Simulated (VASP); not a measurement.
Set up this calculation in VASP 6.6.1, as the native input.

* Task: single point
* Functional: PBE
* Potentials or basis: VASP PAW PBE potentials, release 64 (Cd, Te)
* Cutoff: 520 eV
* k mesh: 10 × 10 × 10
* Occupations: gaussian, width 0.05 eV
* Spin: no spin polarisation
* Dipole correction: no
* Further INCAR settings: ALGO = Normal; EDIFF = 1e-07; NBANDS = 16

The structure of CdTe lies in POSCAR:

```
CdTe
1.0
    0.0000000000      3.1135933835      3.7363120602
    3.1135933835      0.0000000000      3.7363120602
    3.1135933835      3.1135933835      0.0000000000
Cd Te
1 1
Direct
    0.0000000000      0.0000000000      0.0000000000
    0.7500000000      0.7500000000      0.7500000000
```

This cell differs from its parent crystal: ratio of the length along z to the lengths across it x 1.2, volume and fractional coordinates fixed.

These files were run (other wordings do the same):

INCAR

```
  PREC = Accurate
  ENCUT = 520
  EDIFF = 1E-7
  ISMEAR = 0
  SIGMA = 0.05
  LREAL = False
  LASPH = True
  NELM = 100
  ALGO = Normal
  ISIF = 2
  LWAVE = False
  LCHARG = True
  GGA = PE
  LELF = True
  LVHAR = True
  NBANDS = 16
```

KPOINTS

```
regular mesh
0
Gamma
  10 10 10
```

Potentials or basis: VASP PAW PBE potentials, release 64 (Cd, Te).

Run with:

```sh
$ cat potpaw_PBE.64/Cd/POTCAR potpaw_PBE.64/Te/POTCAR > POTCAR
$ mpirun -np 1 vasp_std > vasp.out
```

It gave:

```
Pressure               : -0.3 GPa
Band gap on the k mesh : 0.18 eV
```

Caveat: semilocal functionals underestimate gaps, and a narrow one can read as zero; spin-orbit coupling is left out, which moves the levels of the heavy elements.

Wall time 2.8 min on 1 thread of Intel Xeon 8259CL, on a shared host, peak memory 0.29 GiB.
